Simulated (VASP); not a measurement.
# KTaO3 (P4/mmm) in VASP: a series of runs

The runs below take KTaO3 through single point, with PBEsol.

Program: VASP 6.6.1. These are calculated values, not measurements. Logs are shortened: lines on timing, memory, paths and dates and some standing lists are left out, and cuts for length are marked.

## (1) The cell of the first run

Symmetry: P4/mmm, No. 123, tetragonal system. The conventional cell has a = 4.130 Å, b = 4.130 Å, c = 3.811 Å, α = 90.00°, β = 90.00°, γ = 90.00°. K (site symmetry 4/mmm) has 12 O at 2.81 to 2.92 Å and 8 Ta at 3.49 Å and 2 K at 3.81 Å within 3.9 Å. Within 2.5 Å of Ta (site symmetry 4/mmm) lie 6 O at 1.91 to 2.06 Å. Within 2.7 Å of O (site symmetry mmm) lie 2 Ta at 2.06 Å. Within 2.5 Å of O (site symmetry 4/mmm) lie 2 Ta at 1.91 Å.

## (2) Single point, PBEsol (13.00 Å³/atom)

Contents of INCAR:

```
ALGO = Normal ; EDIFF = 1E-7
ENCUT = 520 ; GGA = PS
ISIF = 2 ; ISMEAR = 0
LASPH = T ; LCHARG = F
LREAL = F ; LWAVE = F
NBANDS = 27 ; NELM = 60
PREC = Accurate ; SIGMA = 0.05
```

Contents of KPOINTS:

```
k-points
0
Gamma
  8 8 8
```

Contents of POSCAR:

```
KTaO3
1.0
    4.1296475108      0.0000000000      0.0000000000
    0.0000000000      4.1296475108      0.0000000000
    0.0000000000      0.0000000000      3.8108387230
K Ta O
1 1 3
Direct
    0.5000000000      0.5000000000      0.5000000000
    0.0000000000      0.0000000000      0.0000000000
    0.5000000000      0.0000000000      0.0000000000
    0.0000000000      0.5000000000      0.0000000000
    0.0000000000      0.0000000000      0.5000000000
```

Potentials or basis: VASP PAW PBE potentials, release 64 (K_sv, Ta_pv, O).

Command:

```
$ cat potpaw_PBE.64/K_sv/POTCAR potpaw_PBE.64/Ta_pv/POTCAR potpaw_PBE.64/O/POTCAR > POTCAR
$ mpirun -np 1 vasp_std > vasp.out
```

OUTCAR:

```text
EDIFF = 1E-7
   ENCUT = 520
   GGA = PS
   ISIF = 2
   ISMEAR = 0
   LASPH = T
   LREAL = F
   NELM = 60
   PREC = Accurate

 ion  position               nearest neighbor table
   1  0.500  0.500  0.500-   3 2.81   4 2.81   3 2.81   4 2.81   3 2.81   3 2.81   4 2.81   4 2.81
                             2 3.49   2 3.49   2 3.49   2 3.49   2 3.49   2 3.49   2 3.49   2 3.49
   2  0.000  0.000  0.000-   5 1.91   5 1.91   3 2.06   4 2.06   4 2.06   3 2.06   1 3.49   1 3.49
                             1 3.49   1 3.49   1 3.49   1 3.49   1 3.49   1 3.49
   3  0.500  0.000  0.000-   2 2.06   2 2.06   1 2.81   1 2.81   1 2.81   1 2.81
   4  0.000  0.500  0.000-   2 2.06   2 2.06   1 2.81   1 2.81   1 2.81   1 2.81
   5  0.000  0.000  0.500-   2 1.91   2 1.91

  LATTYP: Found a simple tetragonal cell.
 ALAT       =     4.1296475108
 C/A-ratio  =     0.9228000000

  Lattice vectors:

 A1 = (   4.1296475108,   0.0000000000,   0.0000000000)
 A2 = (   0.0000000000,   4.1296475108,   0.0000000000)
 A3 = (   0.0000000000,   0.0000000000,   3.8108387230)

Analysis of symmetry for initial positions (statically):
=====================================================================
 Subroutine PRICEL returns:
 Original cell was already a primitive cell.

 Routine SETGRP: Setting up the symmetry group for a
 simple tetragonal supercell.

 Subroutine GETGRP returns: Found 16 space group operations
 (whereof 16 operations were pure point group operations)
 out of a pool of 16 trial point group operations.

The static configuration has the point symmetry D_4h.

Analysis of symmetry for dynamics (positions and initial velocities):
=====================================================================
 Subroutine PRICEL returns:
 Original cell was already a primitive cell.

 Routine SETGRP: Setting up the symmetry group for a
 simple tetragonal supercell.

 Subroutine GETGRP returns: Found 16 space group operations
 (whereof 16 operations were pure point group operations)
 out of a pool of 16 trial point group operations.

The dynamic configuration has the point symmetry D_4h.

 Subroutine INISYM returns: Found 16 space group operations
 (whereof 16 operations are pure point group operations),
 and found     1 'primitive' translations

----------------------------------------------------------------------------------------

                                     Primitive cell

  volume of cell :      64.9900

  direct lattice vectors                    reciprocal lattice vectors
     4.129647511  0.000000000  0.000000000     0.242151418  0.000000000  0.000000000
     0.000000000  4.129647511  0.000000000     0.000000000  0.242151418  0.000000000
     0.000000000  0.000000000  3.810838723     0.000000000  0.000000000  0.262409426

  length of vectors
     4.129647511  4.129647511  3.810838723     0.242151418  0.242151418  0.262409426

  position of ions in fractional coordinates (direct lattice)
     0.500000000  0.500000000  0.500000000
     0.000000000  0.000000000  0.000000000
     0.500000000  0.000000000  0.000000000
     0.000000000  0.500000000  0.000000000
     0.000000000  0.000000000  0.500000000

  ion indices of the primitive-cell ions
   primitive index   ion index
                 1           1
                 2           2
                 3           3
                 4           4
                 5           5

----------------------------------------------------------------------------------------

 KPOINTS: k-points

Automatic generation of k-mesh.
 Grid dimensions read from file:
 generate k-points for:    8    8    8

 Generating k-lattice:

  Cartesian coordinates                     Fractional coordinates (reciprocal lattice)
     0.030268927  0.000000000  0.000000000     0.125000000  0.000000000  0.000000000
     0.000000000  0.030268927  0.000000000     0.000000000  0.125000000  0.000000000
     0.000000000  0.000000000  0.032801178     0.000000000  0.000000000  0.125000000

  Length of vectors
     0.030268927  0.030268927  0.032801178

  Shift w.r.t. Gamma in fractional coordinates (k-lattice)
     0.000000000  0.000000000  0.000000000

 Subroutine IBZKPT returns following result:
 ===========================================

 Found     75 irreducible k-points:

 Following reciprocal coordinates:
            Coordinates               Weight
  0.000000  0.000000  0.000000      1.000000
  0.125000  0.000000  0.000000      4.000000
  0.250000  0.000000  0.000000      4.000000
  0.375000  0.000000  0.000000      4.000000
  0.500000  0.000000  0.000000      2.000000
  0.125000  0.125000  0.000000      4.000000
[... 16 lines left out ...]
  0.375000  0.125000  0.125000     16.000000
  0.500000  0.125000  0.125000      8.000000
 [... further k-points ...]
   k-points           NKPTS =     75   k-points in BZ     NKDIM =     75   number of bands    NBANDS=     27
   number of dos      NEDOS =    301   number of ions     NIONS =      5
[... 26 lines left out ...]
   PSTRESS=    0.0 pullay stress
   NELECT =      38.0000    total number of electrons
   NUPDOWN=      -1.0000    fix difference up-down
   EMIN   =  10.00;   EMAX   =-10.00  energy-range for DOS
   EFERMI =   0.00;   METHOD = LEGACY
   ISMEAR =     0;   SIGMA  =   0.05  broadening in eV -4-tet -1-fermi 0-gaus
   EFERMI_NEDOS =   21; number of points for ismear=-14 and -15
   IALGO  =     38    algorithm
   IMIX   =      4    mixing-type and parameters
     AMIX     =   0.40;   BMIX     =  1.00
     AMIX_MAG =   1.60;   BMIX_MAG =  1.00
  volume/ion in A,a.u.               =      13.00        87.71
  Fermi-wavevector in a.u.,A,eV,Ry     =   1.368949  2.586938 25.497599  1.874021
  Thomas-Fermi vector in A             =   2.494868
   LORBIT       =      0    0 simple, 1 ext, 2 COOP (PROOUT), +10 PAW based schemes
   GGA     = PS    functional components
   LHFCALC =     F    Hartree Fock is set to
   AEXX    =    0.0000 exact exchange contribution
   IVDW    =     0    specifies the selected vdW correction
   LEPSILON=     F    determine dielectric tensor
   LRPA    =     F    only Hartree local field effects (RPA)
 non-spin polarized calculation
 Gauss-broadening in eV      SIGMA  =   0.05
  energy-cutoff  :      520.00
  volume of cell :       64.99
 maximum number of plane-waves:      1790
 NGX is ok and might be reduce to    32
   NGX = 15   NGY = 15   NGZ = 15

 number of electron      38.0000018 magnetization

 Free energy of the ion-electron system (eV)
  ---------------------------------------------------
  ext. energy  EPLUGINS =         0.00000000
  ---------------------------------------------------
  free energy    TOTEN  =       -42.57611260 eV

  energy without entropy =      -42.57611260  energy(sigma->0) =      -42.57611260

 E-fermi :   1.8465     XC(G=0): -11.0101

 val. band max:        1.5629400657   @ k =   0.5000   0.5000   0.5000
 cond. band min:       3.4481536959   @ k =   0.0000   0.0000   0.0000
 fundamental gap:      1.8852136302
 Fermi energy:         1.8465013321

 k-point     1 :       0.0000    0.0000    0.0000
  band No.  band energies     occupation
      1     -32.7881      2.00000
      2     -32.6322      2.00000
      3     -32.6322      2.00000
      4     -25.6189      2.00000
      5     -16.3839      2.00000
      6     -15.1559      2.00000
[... 19 lines left out ...]
     26       9.2536      0.00000
     27       9.6679      0.00000

 k-point     2 :       0.1250    0.0000    0.0000
  band No.  band energies     occupation
      1     -32.7878      2.00000
      2     -32.6406      2.00000
      3     -32.6319      2.00000
      4     -25.6157      2.00000
      5     -16.3809      2.00000
      6     -15.1088      2.00000
[... 19 lines left out ...]
     26       9.4267      0.00000
     27       9.8551      0.00000

 k-point     3 :       0.2500    0.0000    0.0000
  band No.  band energies     occupation
      1     -32.7871      2.00000
      2     -32.6607      2.00000
      3     -32.6311      2.00000
      4     -25.6080      2.00000
      5     -16.3781      2.00000
      6     -15.0550      2.00000
[... 594 lines left out ...]
      1     -32.8097      2.00000
      2     -32.6792      2.00000
      3     -32.6377      2.00000
      4     -25.5947      2.00000
      5     -16.1563      2.00000
      6     -14.9347      2.00000
[... 19 lines left out ...]
     26      10.9752      0.00000
     27      11.5425      0.00000

 k-point    24 :       0.5000    0.1250    0.1250
  band No.  band energies     occupation
      1     -32.8094      2.00000
      2     -32.6874      2.00000
      3     -32.6373      2.00000
      4     -25.5920      2.00000
      5     -16.1558      2.00000
      6     -14.9323      2.00000
[... 19 lines left out ...]
     26      11.0509      0.00000
     27      11.9177      0.00000

 [... further k-points ...]

------------------------ aborting loop because EDIFF is reached ----------------------------------------

  FORCE on cell =-STRESS in cart. coord.  units (eV):
  Direction    XX          YY          ZZ          XY          YZ          ZX
  --------------------------------------------------------------------------------------
  -------------------------------------------------------------------------------------
  Total       -5.0440487     -5.0440487      7.7262455      0.0000000      0.0000000      0.0000000
  in kB     -124.3492915   -124.3492915    190.4726168      0.0000000      0.0000000      0.0000000
  external PRESSURE =     -19.4086554 kB  Pullay stress =       0.0000000 kB

 VOLUME and BASIS-vectors are now :
 -----------------------------------------------------------------------------
  energy-cutoff  :      520.00
  volume of cell :       64.99
      direct lattice vectors                 reciprocal lattice vectors
     4.129647511  0.000000000  0.000000000     0.242151418  0.000000000  0.000000000
     0.000000000  4.129647511  0.000000000     0.000000000  0.242151418  0.000000000
     0.000000000  0.000000000  3.810838723     0.000000000  0.000000000  0.262409426

 POSITION                                       TOTAL-FORCE (eV/Angst)
 -----------------------------------------------------------------------------------
      2.06482      2.06482      1.90542         0.000000      0.000000      0.000000
      0.00000      0.00000      0.00000         0.000000      0.000000      0.000000
      2.06482      0.00000      0.00000         0.000000      0.000000      0.000000
      0.00000      2.06482      0.00000         0.000000      0.000000      0.000000
      0.00000      0.00000      1.90542         0.000000      0.000000      0.000000
 -----------------------------------------------------------------------------------
    total drift:                                0.000000      0.000000     -0.000000

  FREE ENERGIE OF THE ION-ELECTRON SYSTEM (eV)
  ---------------------------------------------------
  free  energy   TOTEN  =       -42.5761125974 eV

  energy  without entropy=      -42.5761125974  energy(sigma->0) =      -42.57611260
```

Wall time 66 s (1 thread of AMD EPYC 9R45 (Zen 5), shared host); peak memory 0.23 GiB.

Results:

```
Free energy            : -42.5761 eV
Pressure               : -1.9 GPa
Band gap on the k mesh : 1.89 eV (least direct gap 2.47 eV)
```

Levels at points of the mesh, in eV from the valence-band top:
```tsv
k point	band 17	band 18	band 19	band 20	band 21	band 22
(0.00, 0.00, 0.00)	-0.64	-0.64	-0.59	1.89	2.00	2.00
(0.50, 0.00, 0.00)	-1.51	-1.04	-0.80	2.12	4.43	4.43
(0.50, 0.50, 0.00)	-2.06	-1.73	-0.07	4.46	4.46	5.57
(0.00, 0.00, 0.50)	-1.43	-0.82	-0.82	2.12	5.49	5.49
(0.50, 0.00, 0.50)	-1.27	-1.20	-0.17	4.50	5.51	6.41
(0.50, 0.50, 0.50)	-0.09	-0.09	0.00	5.73	6.52	6.52
```

Caveat: the PAW data sets were made with another functional, which shifts forces and pressure a little; spin-orbit coupling is left out, which moves the levels of the heavy elements. A hybrid or GW would open this gap; PBEsol tends to underestimate it.

## (3) Single point, PBEsol (13.33 Å³/atom)

This run uses another cell than the first one, of 13.33 Å³/atom.

Contents of INCAR:

```
PREC     = Accurate       # precision mode
ENCUT    = 520            # plane-wave cutoff, eV
EDIFF    = 1E-6           # SCF threshold, eV
ISMEAR   = 0              # smearing method
SIGMA    = 0.05           # smearing width, eV
LREAL    = F              # projectors in reciprocal space
LASPH    = T              # aspherical terms in the spheres
NELM     = 80             # most SCF steps
ALGO     = Normal         # electronic algorithm
ISIF     = 2              # what is computed and relaxed
LWAVE    = F              # write WAVECAR
LCHARG   = T              # write CHGCAR
GGA      = PS             # functional
LELF     = T              # ELF
LVHAR    = T            
NBANDS   = 27             # bands
```

Contents of KPOINTS:

```
Automatic mesh
0
Gamma
  8 8 8
```

Edit POSCAR of step 2 so:

```diff
@@ -2,5 +2,5 @@
 1.0
-    4.1296475108      0.0000000000      0.0000000000
-    0.0000000000      4.1296475108      0.0000000000
-    0.0000000000      0.0000000000      3.8108387230
+    3.8951630608      0.0000000000      0.0000000000
+    0.0000000000      3.8951630608      0.0000000000
+    0.0000000000      0.0000000000      4.3945229652
 K Ta O
```

Potentials or basis: VASP PAW PBE potentials, release 64 (K_sv, Ta_pv, O).

Command:

```
$ cat potpaw_PBE.64/K_sv/POTCAR potpaw_PBE.64/Ta_pv/POTCAR potpaw_PBE.64/O/POTCAR > POTCAR
$ mpirun -np 1 vasp_std > vasp.out
```

It took 74 s on 1 thread of AMD EPYC 9R45 (Zen 5), shared host; peak memory 0.24 GiB.

Results (log left out):

| Quantity | Value |
| --- | --- |
| Free energy | -42.2740 eV |
| Pressure | -4.0 GPa |
| Band gap on the k mesh | 1.80 eV (least direct gap 2.18 eV) |

Stress tensor (GPa, compression positive):
```
  6.69   0.00   0.00
  0.00   6.69   0.00
  0.00   0.00 -25.49
```

Levels at points of the mesh, in eV from the valence-band top:
```tsv
k point	band 15	band 16	band 17	band 18	band 19	band 20	band 21	band 22	band 23	band 24
(0.00, 0.00, 0.00)	-1.15	-1.15	-0.75	-0.38	-0.38	1.80	1.80	1.93	4.40	6.67
(0.50, 0.00, 0.00)	-2.34	-2.13	-1.23	-0.95	-0.65	1.99	4.88	5.03	5.04	8.27
(0.50, 0.50, 0.00)	-3.53	-1.62	-0.76	-0.76	-0.28	5.07	5.07	5.17	6.53	10.31
(0.00, 0.00, 0.50)	-1.81	-1.45	-1.45	-1.14	-1.14	2.00	3.68	3.68	7.09	8.12
(0.50, 0.00, 0.50)	-1.99	-1.96	-1.90	-1.79	-0.17	3.73	5.05	5.65	7.79	8.90
(0.50, 0.50, 0.50)	-3.79	-3.79	-0.26	0.00	0.00	5.76	5.76	6.61	8.20	8.20
```

Caveat: the cell stands under tension; the PAW data sets were made with another functional, which shifts forces and pressure a little; spin-orbit coupling is left out, which moves the levels of the heavy elements.

## (4) Single point, PBEsol (13.33 Å³/atom)

This run uses another cell than the first one, of 13.33 Å³/atom.

Contents of INCAR:

```
  PREC = Accurate
  ENCUT = 520
  EDIFF = 1E-7
  ISMEAR = 0
  SIGMA = 0.05
  LREAL = False
  LASPH = True
  NELM = 60
  ALGO = Normal
  ISIF = 2
  LWAVE = False
  LCHARG = False
  GGA = PS
  NBANDS = 27
```

Contents of KPOINTS:

```
regular mesh
0
Gamma
  8 8 8
```

Edit POSCAR of step 3 so:

```diff
@@ -2,5 +2,5 @@
 1.0
-    3.8951630608      0.0000000000      0.0000000000
-    0.0000000000      3.8951630608      0.0000000000
-    0.0000000000      0.0000000000      4.3945229652
+    4.2212825810      0.0000000000      0.0000000000
+    0.0000000000      4.2212825810      0.0000000000
+    0.0000000000      0.0000000000      3.7417448798
 K Ta O
```

Command:

```
$ cat potpaw_PBE.64/K_sv/POTCAR potpaw_PBE.64/Ta_pv/POTCAR potpaw_PBE.64/O/POTCAR > POTCAR
$ mpirun -np 1 vasp_std > vasp.out
```

Wall time 57 s (1 thread of AMD EPYC 9R45 (Zen 5), shared host); peak memory 0.23 GiB.

The run converged. Its results:

```yaml
Free_energy: -42.1194 eV
Pressure: -3.5 GPa
Band_gap_on_the_k_mesh: 1.75 eV (least direct gap 2.30 eV)
```

Stress tensor (GPa, compression positive):
```
-18.92   0.00   0.00
  0.00 -18.92   0.00
  0.00   0.00  27.21
```

Levels at points of the mesh, in eV from the valence-band top:
| k point | band 16 | band 17 | band 18 | band 19 | band 20 | band 21 | band 22 | band 23 |
| --- | --- | --- | --- | --- | --- | --- | --- | --- |
| (0.00, 0.00, 0.00) | -0.64 | -0.62 | -0.62 | -0.54 | 1.75 | 1.93 | 1.93 | 5.17 |
| (0.50, 0.00, 0.00) | -1.88 | -1.42 | -1.12 | -0.72 | 2.02 | 4.09 | 4.09 | 5.62 |
| (0.50, 0.50, 0.00) | -2.10 | -2.10 | -1.76 | -0.08 | 4.11 | 4.11 | 5.13 | 8.95 |
| (0.00, 0.00, 0.50) | -1.88 | -1.35 | -0.79 | -0.79 | 2.02 | 5.31 | 5.67 | 5.67 |
| (0.50, 0.00, 0.50) | -1.75 | -1.19 | -1.08 | -0.25 | 4.17 | 5.67 | 5.99 | 6.42 |
| (0.50, 0.50, 0.50) | -3.10 | -0.14 | -0.14 | 0.00 | 5.29 | 6.50 | 6.50 | 8.12 |

Caveat: the cell stands under tension; the PAW data sets were made with another functional, which shifts forces and pressure a little; spin-orbit coupling is left out, which moves the levels of the heavy elements.

## (5) Single point, PBEsol (13.33 Å³/atom)

This run uses another cell than the first one, of 13.33 Å³/atom.

Contents of INCAR:

```
PREC = Accurate
ENCUT = 520
EDIFF = 1E-6
ISMEAR = 0
SIGMA = 0.05
LREAL = F
LASPH = T
NELM = 60
ALGO = Normal
ISIF = 2
LWAVE = F
LCHARG = F
GGA = PS
NBANDS = 27
```

Contents of KPOINTS:

```
Automatic mesh
0
Gamma
  8 8 8
```

Edit POSCAR of step 4 so:

```diff
@@ -2,5 +2,5 @@
 1.0
-    4.2212825810      0.0000000000      0.0000000000
-    0.0000000000      4.2212825810      0.0000000000
-    0.0000000000      0.0000000000      3.7417448798
+    3.9477652239      0.0000000000      0.0000000000
+    0.0000000000      3.9477652239      0.0000000000
+    0.0000000000      0.0000000000      4.2781931731
 K Ta O
```

Command:

```
$ cat potpaw_PBE.64/K_sv/POTCAR potpaw_PBE.64/Ta_pv/POTCAR potpaw_PBE.64/O/POTCAR > POTCAR
$ mpirun -np 1 vasp_std > vasp.out
```

Wall time 52 s (1 thread of AMD EPYC 9R45 (Zen 5), shared host); peak memory 0.23 GiB.

Results (log left out):

```yaml
Free_energy: -42.5783 eV
Pressure: -6.7 GPa
Band_gap_on_the_k_mesh: 1.88 eV (least direct gap 2.38 eV)
```

Stress tensor (GPa, compression positive):
```
  0.74   0.00   0.00
  0.00   0.74   0.00
  0.00   0.00 -21.50
```

Levels at points of the mesh, in eV from the valence-band top:
```csv
k point,band 15,band 16,band 17,band 18,band 19,band 20,band 21,band 22,band 23,band 24
"(0.00, 0.00, 0.00)",-1.04,-1.04,-0.72,-0.50,-0.50,1.88,1.88,1.97,4.98,6.51
"(0.50, 0.00, 0.00)",-2.18,-2.16,-1.30,-0.92,-0.71,2.05,4.92,4.93,5.42,7.98
"(0.50, 0.50, 0.00)",-3.24,-1.67,-0.94,-0.94,-0.17,4.96,4.96,5.75,6.33,10.19
"(0.00, 0.00, 0.50)",-1.75,-1.75,-1.65,-1.03,-1.03,2.06,4.00,4.00,6.80,8.08
"(0.50, 0.00, 0.50)",-2.06,-1.84,-1.77,-1.74,-0.10,4.05,4.94,5.70,7.58,9.31
"(0.50, 0.50, 0.50)",-3.70,-3.70,-0.15,0.00,0.00,5.82,5.82,6.42,8.39,8.39
```

Caveat: the cell stands under tension; the PAW data sets were made with another functional, which shifts forces and pressure a little; spin-orbit coupling is left out, which moves the levels of the heavy elements. PBEsol gaps usually lie below the measured ones, often by a third to a half.

## (6) Summary

| cell | gap on the mesh (eV) | pressure (GPa) |
| --- | --- | --- |
| a = 4.130, b = 4.130, c = 3.811 Å, 5 atoms | 1.89 | -1.9 |
| a = 3.895, b = 3.895, c = 4.395 Å, 5 atoms | 1.80 | -4.0 |
| a = 4.221, b = 4.221, c = 3.742 Å, 5 atoms | 1.75 | -3.5 |
| a = 3.948, b = 3.948, c = 4.278 Å, 5 atoms | 1.88 | -6.7 |

Alike in all rows: task single point; level PBEsol; potentials or basis VASP PAW PBE potentials, release 64 (K_sv, Ta_pv, O); no spin polarisation; k mesh 8 × 8 × 8; cutoff (eV) 520; smearing gaussian 0.05 eV.

Caveats: the PAW data sets were made with another functional, which shifts forces and pressure a little; spin-orbit coupling is left out, which moves the levels of the heavy elements; the cell stands under tension (at least some runs).

Total energies depend on the potentials used, so only differences within one code and one set of settings carry meaning.
